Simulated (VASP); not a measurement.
# SrO (Fm-3m) in VASP: single point with LDA

Aim: the single point of SrO with LDA.

All numbers are computed with VASP 6.6.1; they aren't measurements. Logs are shortened: lines on timing, memory, paths and dates and some standing lists are left out, and cuts for length are marked.

## Step 1: The cell of the first run

The structure is cubic, space group Fm-3m (No. 225). Conventional cell: a = 5.133 Å, b = 5.133 Å, c = 5.133 Å, α = 90.00°, β = 90.00°, γ = 90.00°. Sr (site symmetry m-3m) has 6 O at 2.57 Å within 3.4 Å. O (site symmetry m-3m) has 6 Sr at 2.57 Å within 3.4 Å.

## Step 2: Single point, LDA

Contents of INCAR:

```
ALGO = Normal
EDIFF = 1E-6
ENCUT = 600
GGA = CA
GGA_COMPAT = False
ISIF = 2
ISMEAR = 0
LASPH = True
LCHARG = True
LELF = True
LREAL = False
LVHAR = True
LWAVE = False
NBANDS = 15
NELM = 120
PREC = Accurate
SIGMA = 0.01
```

Contents of KPOINTS:

```
k-points
0
Gamma
  5 5 5
```

Contents of POSCAR:

```
SrO
1.0
    0.0000000000      2.5663000000      2.5663000000
    2.5663000000      0.0000000000      2.5663000000
    2.5663000000      2.5663000000      0.0000000000
Sr O
1 1
Direct
    0.5000000000      0.5000000000      0.5000000000
    0.0000000000      0.0000000000      0.0000000000
```

Potentials or basis: VASP PAW LDA potentials, release 64 (Sr_sv, O).

Started as:

```bash
$ cat potpaw_LDA.64/Sr_sv/POTCAR potpaw_LDA.64/O/POTCAR > POTCAR
$ mpirun -np 1 vasp_std > vasp.out
```

OUTCAR:

```text
EDIFF = 1E-6
   ENCUT = 600
   GGA = CA
   ISIF = 2
   ISMEAR = 0
   LASPH = True
   LREAL = False
   NELM = 120
   PREC = Accurate

 ion  position               nearest neighbor table
   1  0.500  0.500  0.500-   2 2.57   2 2.57   2 2.57   2 2.57   2 2.57   2 2.57
   2  0.000  0.000  0.000-   1 2.57   1 2.57   1 2.57   1 2.57   1 2.57   1 2.57

  LATTYP: Found a face centered cubic cell.
 ALAT       =     5.1326000000

  Lattice vectors:

 A1 = (   0.0000000000,   2.5663000000,   2.5663000000)
 A2 = (   2.5663000000,   0.0000000000,   2.5663000000)
 A3 = (   2.5663000000,   2.5663000000,   0.0000000000)

Analysis of symmetry for initial positions (statically):
=====================================================================
 Subroutine PRICEL returns:
 Original cell was already a primitive cell.

 Routine SETGRP: Setting up the symmetry group for a
 face centered cubic supercell.

 Subroutine GETGRP returns: Found 48 space group operations
 (whereof 48 operations were pure point group operations)
 out of a pool of 48 trial point group operations.

The static configuration has the point symmetry O_h .

Analysis of symmetry for dynamics (positions and initial velocities):
=====================================================================
 Subroutine PRICEL returns:
 Original cell was already a primitive cell.

 Routine SETGRP: Setting up the symmetry group for a
 face centered cubic supercell.

 Subroutine GETGRP returns: Found 48 space group operations
 (whereof 48 operations were pure point group operations)
 out of a pool of 48 trial point group operations.

The dynamic configuration has the point symmetry O_h .

 Subroutine INISYM returns: Found 48 space group operations
 (whereof 48 operations are pure point group operations),
 and found     1 'primitive' translations

----------------------------------------------------------------------------------------

                                     Primitive cell

  volume of cell :      33.8028

  direct lattice vectors                    reciprocal lattice vectors
     0.000000000  2.566300000  2.566300000    -0.194833028  0.194833028  0.194833028
     2.566300000  0.000000000  2.566300000     0.194833028 -0.194833028  0.194833028
     2.566300000  2.566300000  0.000000000     0.194833028  0.194833028 -0.194833028

  length of vectors
     3.629296265  3.629296265  3.629296265     0.337460704  0.337460704  0.337460704

  position of ions in fractional coordinates (direct lattice)
     0.500000000  0.500000000  0.500000000
     0.000000000  0.000000000  0.000000000

  ion indices of the primitive-cell ions
   primitive index   ion index
                 1           1
                 2           2

----------------------------------------------------------------------------------------

 KPOINTS: k-points

Automatic generation of k-mesh.
 Grid dimensions read from file:
 generate k-points for:    5    5    5

 Generating k-lattice:

  Cartesian coordinates                     Fractional coordinates (reciprocal lattice)
    -0.038966606  0.038966606  0.038966606     0.200000000  0.000000000  0.000000000
     0.038966606 -0.038966606  0.038966606     0.000000000  0.200000000  0.000000000
     0.038966606  0.038966606 -0.038966606     0.000000000  0.000000000  0.200000000

  Length of vectors
     0.067492141  0.067492141  0.067492141

  Shift w.r.t. Gamma in fractional coordinates (k-lattice)
     0.000000000  0.000000000  0.000000000

 Subroutine IBZKPT returns following result:
 ===========================================

 Found     10 irreducible k-points:

 Following reciprocal coordinates:
            Coordinates               Weight
  0.000000  0.000000  0.000000      1.000000
  0.200000  0.000000  0.000000      8.000000
  0.400000  0.000000  0.000000      8.000000
  0.200000  0.200000  0.000000      6.000000
  0.400000  0.200000  0.000000     24.000000
 -0.400000  0.200000  0.000000     24.000000
 -0.200000  0.200000  0.000000     12.000000
  0.400000  0.400000  0.000000      6.000000
 -0.400000  0.400000  0.000000     12.000000
 -0.400000  0.400000  0.200000     24.000000
   k-points           NKPTS =     10   k-points in BZ     NKDIM =     10   number of bands    NBANDS=     15
   number of dos      NEDOS =    301   number of ions     NIONS =      2
   total plane-waves  NPLWV =  27000
   dimension x,y,z NGX =    30 NGY =   30 NGZ =   30
   dimension x,y,z NGXF=    60 NGYF=   60 NGZF=   60
   ions per type =               1   1
   NGX,Y,Z   is equivalent  to a cutoff of  13.74, 13.74, 13.74 a.u.
   NGXF,Y,Z  is equivalent  to a cutoff of  27.48, 27.48, 27.48 a.u.
 SYSTEM =  unknown system
   PREC   = accura    normal or accurate (medium, high low for compatibility)
   ISTART =      0    job   : 0-new  1-cont  2-samecut
   ICHARG =      2    charge: 1-file 2-atom 10-const
   ISPIN  =      1    spin polarized calculation?
   LNONCOLLINEAR =      F non collinear calculations
   LSORBIT =      F    spin-orbit coupling
   LASPH  =      T    aspherical Exc in radial PAW
   ENCUT  =  600.0 eV  44.10 Ry    6.64 a.u.   7.25  7.25  7.25*2*pi/ulx,y,z
   NELM   =    120;   NELMIN=  2; NELMDL= -5     # of ELM steps
   EDIFF  = 0.1E-05   stopping-criterion for ELM
   LREAL  =      F    real-space projection
   EDIFFG = 0.1E-04   stopping-criterion for IOM
   NSW    =      0    number of steps for IOM
   IBRION =     -1    ionic relax: 0-MD 1-quasi-New 2-CG
   NFREE  =      0    steps in history (QN), initial steepest desc. (CG)
   ISIF   =      2    stress and relaxation
   ISYM   =      2    0-nonsym 1-usesym 2-fastsym
   POTIM  = 0.5000    time-step for ionic-motion
   TEBEG  =    0.0;   TEEND  =   0.0 temperature during run
   PSTRESS=    0.0 pullay stress
   NELECT =      16.0000    total number of electrons
   NUPDOWN=      -1.0000    fix difference up-down
   EMIN   =  10.00;   EMAX   =-10.00  energy-range for DOS
   EFERMI =   0.00;   METHOD = LEGACY
   ISMEAR =     0;   SIGMA  =   0.01  broadening in eV -4-tet -1-fermi 0-gaus
   EFERMI_NEDOS =   21; number of points for ismear=-14 and -15
   IALGO  =     38    algorithm
   IMIX   =      4    mixing-type and parameters
     AMIX     =   0.40;   BMIX     =  1.00
     AMIX_MAG =   1.60;   BMIX_MAG =  1.00
  volume/ion in A,a.u.               =      16.90       114.06
  Fermi-wavevector in a.u.,A,eV,Ry     =   1.275843  2.410995 22.147245  1.627777
  Thomas-Fermi vector in A             =   2.408533
   LORBIT       =      0    0 simple, 1 ext, 2 COOP (PROOUT), +10 PAW based schemes
   GGA     = CA    functional components
   LHFCALC =     F    Hartree Fock is set to
   AEXX    =    0.0000 exact exchange contribution
   IVDW    =     0    specifies the selected vdW correction
   LEPSILON=     F    determine dielectric tensor
   LRPA    =     F    only Hartree local field effects (RPA)
 non-spin polarized calculation
 Gauss-broadening in eV      SIGMA  =   0.01
  energy-cutoff  :      600.00
  volume of cell :       33.80
 maximum number of plane-waves:      1143
 NGX is ok and might be reduce to    30
   NGX = 15   NGY = 15   NGZ = 15

 number of electron      15.9999997 magnetization

 Free energy of the ion-electron system (eV)
  ---------------------------------------------------
  ext. energy  EPLUGINS =         0.00000000
  ---------------------------------------------------
  free energy    TOTEN  =       -13.37875897 eV

  energy without entropy =      -13.37875897  energy(sigma->0) =      -13.37875897

 E-fermi :   1.4513     XC(G=0): -10.5529

 val. band max:        1.3699835026   @ k =   0.0000   0.0000   0.0000
 cond. band min:       4.6547027582   @ k =   0.4000   0.4000   0.0000
 fundamental gap:      3.2847192555
 Fermi energy:         1.4512587928

 k-point     1 :       0.0000    0.0000    0.0000
  band No.  band energies     occupation
      1     -30.6967      2.00000
      2     -13.3966      2.00000
      3     -12.4171      2.00000
      4     -12.4171      2.00000
      5     -12.4171      2.00000
      6       1.3700      2.00000
      7       1.3700      2.00000
      8       1.3700      2.00000
      9       5.2091      0.00000
     10       7.4853      0.00000
     11       7.4853      0.00000
     12       7.4853      0.00000
     13       9.7221      0.00000
     14       9.7221      0.00000
     15      13.8368      0.00000

 k-point     2 :       0.2000    0.0000    0.0000
  band No.  band energies     occupation
      1     -30.6460      2.00000
      2     -14.1869      2.00000
      3     -12.4475      2.00000
      4     -12.4475      2.00000
      5     -11.7463      2.00000
      6       0.3806      2.00000
      7       0.9110      2.00000
      8       0.9110      2.00000
      9       6.7863      0.00000
     10       7.2588      0.00000
     11       8.2582      0.00000
     12       8.2582      0.00000
     13      10.7138      0.00000
     14      10.7138      0.00000
     15      16.1368      0.00000

 k-point     3 :       0.4000    0.0000    0.0000
  band No.  band energies     occupation
      1     -30.5624      2.00000
      2     -14.9341      2.00000
      3     -12.4955      2.00000
      4     -12.4955      2.00000
      5     -11.1931      2.00000
      6      -0.7237      2.00000
      7       0.2930      2.00000
      8       0.2930      2.00000
      9       7.6714      0.00000
     10       9.2227      0.00000
     11       9.8650      0.00000
     12       9.8650      0.00000
     13      12.7366      0.00000
     14      12.7366      0.00000
     15      16.6074      0.00000

 k-point     4 :       0.2000    0.2000    0.0000
  band No.  band energies     occupation
      1     -30.6299      2.00000
      2     -14.1208      2.00000
      3     -12.5545      2.00000
      4     -12.5545      2.00000
      5     -11.7936      2.00000
      6       0.0864      2.00000
      7       1.2428      2.00000
      8       1.2428      2.00000
      9       6.0575      0.00000
     10       6.7180      0.00000
     11       9.0815      0.00000
     12       9.0815      0.00000
     13      10.2614      0.00000
     14      11.3970      0.00000
     15      16.8359      0.00000

 k-point     5 :       0.4000    0.2000    0.0000
  band No.  band energies     occupation
      1     -30.5582      2.00000
      2     -14.5399      2.00000
      3     -12.6747      2.00000
      4     -12.6266      2.00000
      5     -11.6644      2.00000
      6      -0.0986      2.00000
      7       0.6596      2.00000
      8       0.8487      2.00000
      9       6.1484      0.00000
     10       8.4123      0.00000
     11      10.2913      0.00000
     12      10.4878      0.00000
     13      11.7916      0.00000
     14      12.5318      0.00000
     15      16.6912      0.00000

 k-point     6 :      -0.4000    0.2000    0.0000
  band No.  band energies     occupation
      1     -30.5299      2.00000
      2     -14.7574      2.00000
      3     -12.8460      2.00000
      4     -12.5669      2.00000
      5     -11.4362      2.00000
      6      -0.3686      2.00000
      7       0.3652      2.00000
      8       0.6086      2.00000
      9       7.6683      0.00000
     10       8.2826      0.00000
     11      10.4358      0.00000
     12      10.6766      0.00000
     13      13.0130      0.00000
     14      14.1998      0.00000
     15      14.8092      0.00000

 k-point     7 :      -0.2000    0.2000    0.0000
  band No.  band energies     occupation
      1     -30.5848      2.00000
      2     -14.5617      2.00000
      3     -12.7258      2.00000
      4     -12.4554      2.00000
      5     -11.4400      2.00000
      6      -0.2780      2.00000
      7       0.3917      2.00000
      8       1.0205      2.00000
      9       7.0993      0.00000
     10       7.9005      0.00000
     11       8.8772      0.00000
     12       9.8210      0.00000
     13      11.9195      0.00000
     14      12.1461      0.00000
     15      17.2495      0.00000

 k-point     8 :       0.4000    0.4000    0.0000
  band No.  band energies     occupation
      1     -30.5229      2.00000
      2     -13.9725      2.00000
      3     -12.7717      2.00000
      4     -12.7717      2.00000
      5     -12.6610      2.00000
      6       0.6196      2.00000
      7       1.2653      2.00000
      8       1.2653      2.00000
      9       4.6547      0.00000
     10       8.7366      0.00000
     11      11.3598      0.00000
     12      11.6953      0.00000
     13      11.9706      0.00000
     14      11.9706      0.00000
     15      16.1632      0.00000

 k-point     9 :      -0.4000    0.4000    0.0000
  band No.  band energies     occupation
      1     -30.5053      2.00000
      2     -14.0447      2.00000
      3     -13.3299      2.00000
      4     -12.7367      2.00000
      5     -12.1331      2.00000
      6       0.6380      2.00000
      7       0.9162      2.00000
      8       0.9353      2.00000
      9       5.5150      0.00000
     10       9.6795      0.00000
     11       9.8807      0.00000
     12      11.8951      0.00000
     13      12.1866      0.00000
     14      14.2243      0.00000
     15      14.8039      0.00000

 k-point    10 :      -0.4000    0.4000    0.2000
  band No.  band energies     occupation
      1     -30.5147      2.00000
      2     -14.3567      2.00000
      3     -12.9927      2.00000
      4     -12.9118      2.00000
      5     -11.7456      2.00000
      6       0.1534      2.00000
      7       0.6575      2.00000
      8       0.9670      2.00000
      9       6.5432      0.00000
     10       8.3074      0.00000
     11      10.1083      0.00000
     12      11.7644      0.00000
     13      12.5590      0.00000
     14      14.1891      0.00000
     15      15.1172      0.00000

------------------------ aborting loop because EDIFF is reached ----------------------------------------

  FORCE on cell =-STRESS in cart. coord.  units (eV):
  Direction    XX          YY          ZZ          XY          YZ          ZX
  --------------------------------------------------------------------------------------
  -------------------------------------------------------------------------------------
  Total       -0.6812964     -0.6812964     -0.6812964      0.0000000      0.0000000      0.0000000
  in kB      -32.2919603    -32.2919603    -32.2919603      0.0000000      0.0000000      0.0000000
  external PRESSURE =     -32.2919603 kB  Pullay stress =       0.0000000 kB

 VOLUME and BASIS-vectors are now :
 -----------------------------------------------------------------------------
  energy-cutoff  :      600.00
  volume of cell :       33.80
      direct lattice vectors                 reciprocal lattice vectors
     0.000000000  2.566300000  2.566300000    -0.194833028  0.194833028  0.194833028
     2.566300000  0.000000000  2.566300000     0.194833028 -0.194833028  0.194833028
     2.566300000  2.566300000  0.000000000     0.194833028  0.194833028 -0.194833028

 POSITION                                       TOTAL-FORCE (eV/Angst)
 -----------------------------------------------------------------------------------
      2.56630      2.56630      2.56630         0.000000      0.000000      0.000000
      0.00000      0.00000      0.00000         0.000000     -0.000000      0.000000
 -----------------------------------------------------------------------------------
    total drift:                               -0.000000      0.000000      0.000000

  FREE ENERGIE OF THE ION-ELECTRON SYSTEM (eV)
  ---------------------------------------------------
  free  energy   TOTEN  =       -13.3787589656 eV

  energy  without entropy=      -13.3787589656  energy(sigma->0) =      -13.37875897
```

Wall time 9.3 s (1 thread of Intel Xeon 8259CL, shared host); peak memory 0.15 GiB.

Results:

| Item | Value |
| --- | --- |
| Free energy | -13.3788 eV |
| Pressure | -3.2 GPa |
| Band gap on the k mesh | 3.28 eV (least direct gap 3.39 eV) |

Levels at points of the mesh, in eV from the valence-band top:
```tsv
k point	band 6	band 7	band 8	band 9	band 10	band 11
(0.00, 0.00, 0.00)	0.00	0.00	0.00	3.84	6.12	6.12
```

Caveat: the k points lie up to 0.42 Å⁻¹ apart; an odd mesh through Γ misses points on the zone boundary, where band edges can lie.
